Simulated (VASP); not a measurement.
AlN: single point with PBEsol

The system is AlN.

```
CELL_PARAMETERS angstrom
2.02262 -2.02262 0.00000
2.02262 0.00000 -2.02262
8.76469 8.09048 7.41628
ATOMIC_POSITIONS crystal
Al 0.66667 0.56944 0.29167
Al 0.00000 0.95833 0.12500
Al 0.33333 0.18056 0.45833
Al 0.66667 0.40278 0.79167
Al 0.00000 0.79167 0.62500
Al 0.33333 0.01389 0.95833
N 0.00000 0.87500 0.37500
N 0.33333 0.26389 0.20833
N 0.66667 0.48611 0.54167
N 0.00000 0.70833 0.87500
N 0.33333 0.09722 0.70833
N 0.66667 0.65278 0.04167
```

| Property | Result |
| --- | --- |
| Program | VASP 6.6.1 |
| Task | single point |
| Functional | PBEsol |
| Potentials or basis | VASP PAW PBE potentials, release 64 (Al, N) |
| Cutoff | 520 eV |
| k mesh | 9 × 9 × 2 |
| Occupations | gaussian, width 0.05 eV |
| Spin | no spin polarisation |
| Dipole correction | no |
| Further INCAR settings | ALGO = Normal; EDIFF = 1e-06; NBANDS = 36 |

```yaml
Pressure: 11.8 GPa
Largest_force: 13.505 eV/Å
Band_gap_on_the_k_mesh: 3.91 eV, indirect (least direct gap 4.58 eV)
```

Forces in eV/Å, atoms in the order of the input:
```
Al   -0.077  -0.073  -0.073
Al   -0.058   0.479   0.245
Al   -0.071  -0.071  -0.071
Al   -0.113  -0.108  -0.155
Al   -0.069  -0.074  -0.071
Al   -5.810  -0.481 -12.161
N     0.067   0.071   0.075
N     0.006   0.056   0.104
N     0.075   0.068   0.070
N     0.408  -0.777  -0.292
N     0.107   0.038   0.041
N     5.536   0.872  12.288
```

Stress tensor (GPa, compression positive):
```
 5.66 -1.75 11.77
-1.75  4.22  6.87
11.77  6.87 25.62
```

Levels at points of the mesh, in eV from the valence-band top:
```csv
k point,band 20,band 21,band 22,band 23,band 24,band 25,band 26,band 27,band 28,band 29
"(0.00, 0.00, 0.00)",-0.57,-0.40,-0.32,-0.19,0.00,4.58,5.80,5.86,6.21,6.35
"(0.00, 0.00, 0.50)",-0.63,-0.54,-0.35,-0.26,-0.07,4.66,5.83,5.88,6.03,6.38
```

It took 5.6 min on 1 thread of Intel Xeon 6975P-C, on a shared host, peak memory 0.36 GiB.

Caveat: the PAW data sets were made with another functional, which shifts forces and pressure a little. A k mesh can miss the band edges.
